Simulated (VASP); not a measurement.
# SnSe (Fm-3m) in VASP: notebook

The runs below take SnSe through single point, relaxation of cell and atoms, with PBE.

Program: VASP 6.6.1. These are calculated values, not measurements. Logs are shortened: lines on timing, memory, paths and dates and some standing lists are left out, and cuts for length are marked.

### 1 The cell of the first run

It takes space group Fm-3m (No. 225, cubic). The conventional cell has a = 5.585 Å, b = 5.585 Å, c = 5.585 Å, α = 90.00°, β = 90.00°, γ = 90.00°. Sn (site symmetry m-3m) has 6 Se at 2.79 Å within 3.7 Å. Se (site symmetry m-3m) has 6 Sn at 2.79 Å within 3.7 Å.

### 2 Single point, PBE

File INCAR:

```
PREC = Accurate
ENCUT = 520
EDIFF = 1E-6
ISMEAR = 0
SIGMA = 0.02
LREAL = False
LASPH = True
NELM = 80
ALGO = Normal
ISIF = 2
LWAVE = False
LCHARG = False
GGA = PE
NBANDS = 17
```

File KPOINTS:

```
Automatic mesh
0
Gamma
  12 12 12
```

File POSCAR:

```
SnSe
1.0
    0.0000000000      2.7924952921      2.7924952921
    2.7924952921      0.0000000000      2.7924952921
    2.7924952921      2.7924952921      0.0000000000
Sn Se
1 1
Direct
    0.0000000000      0.0000000000      0.0000000000
    0.5000000000      0.5000000000      0.5000000000
```

Potentials or basis: VASP PAW PBE potentials, release 64 (Sn_d, Se).

Launch:

```console
> cat potpaw_PBE.64/Sn_d/POTCAR potpaw_PBE.64/Se/POTCAR > POTCAR
> mpirun -np 1 vasp_std > vasp.out
```

OUTCAR:

```text
PREC = Accurate
   ENCUT = 520
   EDIFF = 1E-6
   ISMEAR = 0
   LREAL = False
   LASPH = True
   NELM = 80
   ISIF = 2
   GGA = PE

 ion  position               nearest neighbor table
   1  0.000  0.000  0.000-   2 2.79   2 2.79   2 2.79   2 2.79   2 2.79   2 2.79
   2  0.500  0.500  0.500-   1 2.79   1 2.79   1 2.79   1 2.79   1 2.79   1 2.79

  LATTYP: Found a face centered cubic cell.
 ALAT       =     5.5849905842

  Lattice vectors:

 A1 = (   0.0000000000,   2.7924952921,   2.7924952921)
 A2 = (   2.7924952921,   0.0000000000,   2.7924952921)
 A3 = (   2.7924952921,   2.7924952921,   0.0000000000)

Analysis of symmetry for initial positions (statically):
=====================================================================
 Subroutine PRICEL returns:
 Original cell was already a primitive cell.

 Routine SETGRP: Setting up the symmetry group for a
 face centered cubic supercell.

 Subroutine GETGRP returns: Found 48 space group operations
 (whereof 48 operations were pure point group operations)
 out of a pool of 48 trial point group operations.

The static configuration has the point symmetry O_h .

Analysis of symmetry for dynamics (positions and initial velocities):
=====================================================================
 Subroutine PRICEL returns:
 Original cell was already a primitive cell.

 Routine SETGRP: Setting up the symmetry group for a
 face centered cubic supercell.

 Subroutine GETGRP returns: Found 48 space group operations
 (whereof 48 operations were pure point group operations)
 out of a pool of 48 trial point group operations.

The dynamic configuration has the point symmetry O_h .

 Subroutine INISYM returns: Found 48 space group operations
 (whereof 48 operations are pure point group operations),
 and found     1 'primitive' translations

----------------------------------------------------------------------------------------

                                     Primitive cell

  volume of cell :      43.5519

  direct lattice vectors                    reciprocal lattice vectors
     0.000000000  2.792495292  2.792495292    -0.179051331  0.179051331  0.179051331
     2.792495292  0.000000000  2.792495292     0.179051331 -0.179051331  0.179051331
     2.792495292  2.792495292  0.000000000     0.179051331  0.179051331 -0.179051331

  length of vectors
     3.949184715  3.949184715  3.949184715     0.310126003  0.310126003  0.310126003

  position of ions in fractional coordinates (direct lattice)
     0.000000000  0.000000000  0.000000000
     0.500000000  0.500000000  0.500000000

  ion indices of the primitive-cell ions
   primitive index   ion index
                 1           1
                 2           2

----------------------------------------------------------------------------------------

 KPOINTS: Automatic mesh

Automatic generation of k-mesh.
 Grid dimensions read from file:
 generate k-points for:   12   12   12

 Generating k-lattice:

  Cartesian coordinates                     Fractional coordinates (reciprocal lattice)
    -0.014920944  0.014920944  0.014920944     0.083333333  0.000000000  0.000000000
     0.014920944 -0.014920944  0.014920944     0.000000000  0.083333333  0.000000000
     0.014920944  0.014920944 -0.014920944     0.000000000  0.000000000  0.083333333

  Length of vectors
     0.025843834  0.025843834  0.025843834

  Shift w.r.t. Gamma in fractional coordinates (k-lattice)
     0.000000000  0.000000000  0.000000000

 Subroutine IBZKPT returns following result:
 ===========================================

 Found     72 irreducible k-points:

 Following reciprocal coordinates:
            Coordinates               Weight
  0.000000  0.000000  0.000000      1.000000
  0.083333  0.000000  0.000000      8.000000
  0.166667  0.000000  0.000000      8.000000
  0.250000  0.000000  0.000000      8.000000
  0.333333  0.000000  0.000000      8.000000
  0.416667  0.000000  0.000000      8.000000
[... 16 lines left out ...]
  0.500000  0.166667  0.000000     24.000000
 -0.416667  0.166667  0.000000     24.000000
 [... further k-points ...]
   k-points           NKPTS =     72   k-points in BZ     NKDIM =     72   number of bands    NBANDS=     17
   number of dos      NEDOS =    301   number of ions     NIONS =      2
   total plane-waves  NPLWV =  27000
   dimension x,y,z NGX =    30 NGY =   30 NGZ =   30
   dimension x,y,z NGXF=    60 NGYF=   60 NGZF=   60
   ions per type =               1   1
   NGX,Y,Z   is equivalent  to a cutoff of  12.63, 12.63, 12.63 a.u.
   NGXF,Y,Z  is equivalent  to a cutoff of  25.26, 25.26, 25.26 a.u.
 SYSTEM =  unknown system
   PREC   = accura    normal or accurate (medium, high low for compatibility)
   ISTART =      0    job   : 0-new  1-cont  2-samecut
   ICHARG =      2    charge: 1-file 2-atom 10-const
   ISPIN  =      1    spin polarized calculation?
   LNONCOLLINEAR =      F non collinear calculations
   LSORBIT =      F    spin-orbit coupling
   LASPH  =      T    aspherical Exc in radial PAW
   ENCUT  =  520.0 eV  38.22 Ry    6.18 a.u.   7.34  7.34  7.34*2*pi/ulx,y,z
   NELM   =     80;   NELMIN=  2; NELMDL= -5     # of ELM steps
   EDIFF  = 0.1E-05   stopping-criterion for ELM
   LREAL  =      F    real-space projection
   EDIFFG = 0.1E-04   stopping-criterion for IOM
   NSW    =      0    number of steps for IOM
   IBRION =     -1    ionic relax: 0-MD 1-quasi-New 2-CG
   NFREE  =      0    steps in history (QN), initial steepest desc. (CG)
   ISIF   =      2    stress and relaxation
   ISYM   =      2    0-nonsym 1-usesym 2-fastsym
   POTIM  = 0.5000    time-step for ionic-motion
   TEBEG  =    0.0;   TEEND  =   0.0 temperature during run
   PSTRESS=    0.0 pullay stress
   NELECT =      20.0000    total number of electrons
   NUPDOWN=      -1.0000    fix difference up-down
   EMIN   =  10.00;   EMAX   =-10.00  energy-range for DOS
   EFERMI =   0.00;   METHOD = LEGACY
   ISMEAR =     0;   SIGMA  =   0.02  broadening in eV -4-tet -1-fermi 0-gaus
   EFERMI_NEDOS =   21; number of points for ismear=-14 and -15
   IALGO  =     38    algorithm
   IMIX   =      4    mixing-type and parameters
     AMIX     =   0.40;   BMIX     =  1.00
     AMIX_MAG =   1.60;   BMIX_MAG =  1.00
  volume/ion in A,a.u.               =      21.78       146.95
  Fermi-wavevector in a.u.,A,eV,Ry     =   1.263036  2.386792 21.704828  1.595260
  Thomas-Fermi vector in A             =   2.396413
   LORBIT       =      0    0 simple, 1 ext, 2 COOP (PROOUT), +10 PAW based schemes
   GGA     = PE    functional components
   LHFCALC =     F    Hartree Fock is set to
   AEXX    =    0.0000 exact exchange contribution
   IVDW    =     0    specifies the selected vdW correction
   LEPSILON=     F    determine dielectric tensor
   LRPA    =     F    only Hartree local field effects (RPA)
 non-spin polarized calculation
 Gauss-broadening in eV      SIGMA  =   0.02
  energy-cutoff  :      520.00
  volume of cell :       43.55
 maximum number of plane-waves:      1211
 NGX is ok and might be reduce to    30
   NGX = 15   NGY = 15   NGZ = 15

 number of electron      20.0000007 magnetization

 Free energy of the ion-electron system (eV)
  ---------------------------------------------------
  ext. energy  EPLUGINS =         0.00000000
  ---------------------------------------------------
  free energy    TOTEN  =        -7.59804634 eV

  energy without entropy =       -7.59804618  energy(sigma->0) =       -7.59804626

 E-fermi :   8.7882     XC(G=0): -10.6645

 val. band max:        8.7331705413   @ k =  -0.2500   0.1667   0.0000
 cond. band min:       8.8433130476   @ k =  -0.4167   0.0833   0.0000
 fundamental gap:      0.1101425063
 Fermi energy:         8.7882417999

 k-point     1 :       0.0000    0.0000    0.0000
  band No.  band energies     occupation
      1     -13.3077      2.00000
      2     -13.3077      2.00000
      3     -13.2966      2.00000
      4     -13.2966      2.00000
      5     -13.2966      2.00000
      6      -7.2692      2.00000
[... 9 lines left out ...]
     16      13.9235      0.00000
     17      16.1679      0.00000

 k-point     2 :       0.0833    0.0000    0.0000
  band No.  band energies     occupation
      1     -13.3088      2.00000
      2     -13.3088      2.00000
      3     -13.2964      2.00000
      4     -13.2950      2.00000
      5     -13.2949      2.00000
      6      -7.1971      2.00000
[... 9 lines left out ...]
     16      14.1850      0.00000
     17      16.9095      0.00000

 k-point     3 :       0.1667    0.0000    0.0000
  band No.  band energies     occupation
      1     -13.3125      2.00000
      2     -13.3125      2.00000
      3     -13.2957      2.00000
      4     -13.2896      2.00000
      5     -13.2896      2.00000
      6      -6.9872      2.00000
[... 9 lines left out ...]
     16      14.7116      0.00000
     17      18.5574      0.00000

 k-point     4 :       0.2500    0.0000    0.0000
  band No.  band energies     occupation
      1     -13.3183      2.00000
      2     -13.3183      2.00000
      3     -13.2949      2.00000
      4     -13.2817      2.00000
      5     -13.2817      2.00000
      6      -6.6612      2.00000
[... 9 lines left out ...]
     16      15.5236      0.00000
     17      20.5804      0.00000
[... 343 lines left out ...]
      1     -13.3456      2.00000
      2     -13.3134      2.00000
      3     -13.2961      2.00000
      4     -13.2734      2.00000
      5     -13.2652      2.00000
      6      -5.9241      2.00000
[... 9 lines left out ...]
     16      18.8434      0.00000
     17      20.4911      0.00000

 k-point    23 :       0.5000    0.1667    0.0000
  band No.  band energies     occupation
      1     -13.3462      2.00000
      2     -13.3189      2.00000
      3     -13.2915      2.00000
      4     -13.2720      2.00000
      5     -13.2632      2.00000
      6      -5.6434      2.00000
[... 9 lines left out ...]
     16      19.0613      0.00000
     17      19.8770      0.00000

 k-point    24 :      -0.4167    0.1667    0.0000
  band No.  band energies     occupation
      1     -13.3424      2.00000
      2     -13.3227      2.00000
      3     -13.2885      2.00000
      4     -13.2717      2.00000
      5     -13.2654      2.00000
      6      -5.6006      2.00000
[... 9 lines left out ...]
     16      17.6942      0.00000
     17      20.8281      0.00000

 [... further k-points ...]
[... 5 lines left out ...]
  --------------------------------------------------------------------------------------
  -------------------------------------------------------------------------------------
  Total        5.4473536      5.4473536      5.4473536      0.0000000     -0.0000000      0.0000000
  in kB      200.3958865    200.3958865    200.3958865      0.0000000     -0.0000000      0.0000000
  external PRESSURE =     200.3958865 kB  Pullay stress =       0.0000000 kB

 VOLUME and BASIS-vectors are now :
 -----------------------------------------------------------------------------
  energy-cutoff  :      520.00
  volume of cell :       43.55
      direct lattice vectors                 reciprocal lattice vectors
     0.000000000  2.792495292  2.792495292    -0.179051331  0.179051331  0.179051331
     2.792495292  0.000000000  2.792495292     0.179051331 -0.179051331  0.179051331
     2.792495292  2.792495292  0.000000000     0.179051331  0.179051331 -0.179051331

 POSITION                                       TOTAL-FORCE (eV/Angst)
 -----------------------------------------------------------------------------------
      0.00000      0.00000      0.00000        -0.000000      0.000000      0.000000
      2.79250      2.79250      2.79250         0.000000     -0.000000     -0.000000
 -----------------------------------------------------------------------------------
    total drift:                               -0.000000      0.000000      0.000000

  FREE ENERGIE OF THE ION-ELECTRON SYSTEM (eV)
  ---------------------------------------------------
  free  energy   TOTEN  =        -7.5980463364 eV

  energy  without entropy=       -7.5980461767  energy(sigma->0) =       -7.59804626
```

Wall time 79 s (1 thread of Intel Xeon 8259CL, shared host); peak memory 0.2 GiB.

What came out:

| Item | Value |
| --- | --- |
| Free energy | -7.5980 eV |
| Pressure | 20.0 GPa |
| Band gap on the k mesh | 0.11 eV (least direct gap 0.36 eV) |

Caveat: the cell stands under pressure; spin-orbit coupling is left out, which moves the levels of the heavy elements. A k mesh can miss the band edges.

### 3 Relaxation of cell and atoms, PBE, target pressure 10 GPa, at which the enthalpy is minimised

This run uses another cell than the first one, of 23.85 Å³/atom.

File INCAR:

```
  ALGO = Normal
  EDIFF = 1E-7
  EDIFFG = -0.008
  ENCUT = 600
  GGA = PE
  IBRION = 2
  ISIF = 3
  ISMEAR = 0
  LASPH = T
  LCHARG = F
  LREAL = F
  LWAVE = F
  NELM = 80
  NSW = 70
  PREC = Accurate
  PSTRESS = 100.0
  SIGMA = 0.02
```

File KPOINTS:

```
k-points
0
Gamma
  10 10 10
```

File POSCAR:

```
SnSe
1.0
    0.0000000000      2.8785231604      2.8785231604
    2.8785231604      0.0000000000      2.8785231604
    2.8785231604      2.8785231604      0.0000000000
Sn Se
1 1
Direct
    0.0000000000      0.0000000000      0.0000000000
    0.5000000000      0.5000000000      0.5000000000
```

Potentials or basis: VASP PAW PBE potentials, release 64 (Sn_d, Se).

Launch:

```console
> cat potpaw_PBE.64/Sn_d/POTCAR potpaw_PBE.64/Se/POTCAR > POTCAR
> mpirun -np 1 vasp_std > vasp.out
```

Wall time 2.4 min (1 thread of Intel Xeon 8259CL, shared host); peak memory 0.23 GiB.

Results (log left out):

```yaml
Free_energy: -8.0048 eV
Relaxed_volume: 23.98 Å³/atom
Relaxed_cell: a = 4.078 Å, b = 4.078 Å, c = 4.078 Å, α = 60.00°, β = 60.00°, γ = 60.00°
Space_group_after_relaxing_to_0.1_Å: Fm-3m (No. 225)
Energy_change_on_relaxing_the_run_minimises_the_enthalpy: -8.1 meV/atom
Ionic_steps: 3
Pressure_after_relaxing: 10.0 GPa
Band_gap_on_the_k_mesh: 0.32 eV (least direct gap 0.56 eV)
```

The path:
```
step  energy change (eV)  largest force (eV/Å)  pressure (GPa)  volume (Å³)
   1              0.0000                0.0000           10.48        47.70
   2             -0.0311                0.0000            9.56        48.20
   3             -0.0162                0.0000           10.01        47.96
```

Final structure:
```yaml
crystal:
  lattice:
    - [0.00000, 2.88363, 2.88363]
    - [2.88363, 0.00000, 2.88363]
    - [2.88363, 2.88363, 0.00000]
  atoms:
    - { symbol: Sn, position: [0.00000, 0.00000, 0.00000] }
    - { symbol: Se, position: [0.50000, 0.50000, 0.50000] }
```

Levels at points of the mesh, in eV from the valence-band top:
| k point | band 8 | band 9 | band 10 | band 11 | band 12 | band 13 |
| --- | --- | --- | --- | --- | --- | --- |
| (0.00, 0.00, 0.00) | -2.79 | -2.79 | -2.79 | 4.60 | 4.60 | 4.60 |
| (0.50, 0.00, 0.00) | -2.51 | -2.51 | -0.32 | 0.90 | 0.93 | 0.93 |
| (0.50, 0.50, 0.00) | -6.26 | -4.49 | -4.49 | 2.35 | 5.89 | 5.89 |

Caveat: the cell is relaxed towards a set pressure, so the run minimises the enthalpy, not the energy; spin-orbit coupling is left out, which moves the levels of the heavy elements.

(Part 1 of 2 ends here.)
